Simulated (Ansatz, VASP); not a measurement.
**Two plane-wave programs on Sn3PbSe4**

INCAR

```
PREC = Accurate
ENCUT = 520
EDIFF = 1E-6
ISMEAR = 0
SIGMA = 0.1
LREAL = F
LASPH = T
NELM = 60
ALGO = Normal
ISIF = 2
LWAVE = F
LCHARG = F
GGA = PE
NBANDS = 50
```

KPOINTS

```
regular mesh
0
Gamma
  4 4 2
```

Contents of POSCAR:

```
Sn3PbSe4
1.0
    4.3149047000      0.0000000000      0.0000000000
    0.0000000000      4.3149047000      0.0000000000
    0.0000000000      0.0000000000     12.2076472000
Sn Pb Se
3 1 4
Direct
    0.0000000000      0.0000000000      0.7486450000
    0.0000000000      0.0000000000      0.2513550000
    0.5000000000      0.5000000000      0.5000000000
    0.5000000000      0.5000000000      0.0000000000
    0.0000000000      0.0000000000      0.0000000000
    0.5000000000      0.5000000000      0.2538570000
    0.0000000000      0.0000000000      0.5000000000
    0.5000000000      0.5000000000      0.7461430000
```

Input for Ansatz:

```yaml
crystal:
  lattice:
    - [4.3149047, 0.0, 0.0]
    - [0.0, 4.3149047, 0.0]
    - [0.0, 0.0, 12.2076472]
  atoms:
    - { symbol: Sn, position: [0.0, 0.0, 0.748645] }
    - { symbol: Sn, position: [0.0, 0.0, 0.251355] }
    - { symbol: Sn, position: [0.5, 0.5, 0.5] }
    - { symbol: Pb, position: [0.5, 0.5, 0.0] }
    - { symbol: Se, position: [0.0, 0.0, 0.0] }
    - { symbol: Se, position: [0.5, 0.5, 0.253857] }
    - { symbol: Se, position: [0.0, 0.0, 0.5] }
    - { symbol: Se, position: [0.5, 0.5, 0.746143] }
basis:
  ecutwfc: 420
kpoints:
  mp_grid: { grid: [4, 4, 2] }
hamiltonian:
  xc: pbe
scf:
  occupations: { method: gaussian, width: 0.1 }
  lower_state_search: "off"
output:
  forces: true
  stress: true
  eigenvalues: true
```

Alike in both runs: task single point; functional PBE; k mesh 4 × 4 × 2; occupations gaussian, width 0.1 eV; no spin polarisation.

|  | VASP | Ansatz |
| --- | --- | --- |
| version | VASP 6.6.1 | Ansatz 0.2.0 |
| potentials or method | VASP PAW PBE potentials, release 64 (Sn_d, Pb_d, Se), cutoff 520 eV | scalar-relativistic, plane waves, PAW |
| valence electrons in the cell | 80 | 120 |

```tsv
	VASP	Ansatz	Ansatz less VASP
gap on the k mesh at the Fermi level (eV)	0.11	0.11	+0.001
least direct gap on the mesh (eV)	0.11	0.11	+0.001
pressure (GPa)	-0.5	-0.5	+0.02
traceless stress, the component that is largest in VASP (GPa)	-0.07	-0.07	-0.001
rms of the force components (eV/Å)	0.008	0.008	0.0000
```

Atom by atom the forces differ by 0.000 eV/Å (rms over components). With one functional, cell and mesh, what is left measures potentials, basis and numerics. VASP's potentials hold 80 valence electrons a cell and Ansatz's 120, so a difference there can come from the potentials and not from the codes.

Neither program's run includes spin-orbit coupling.
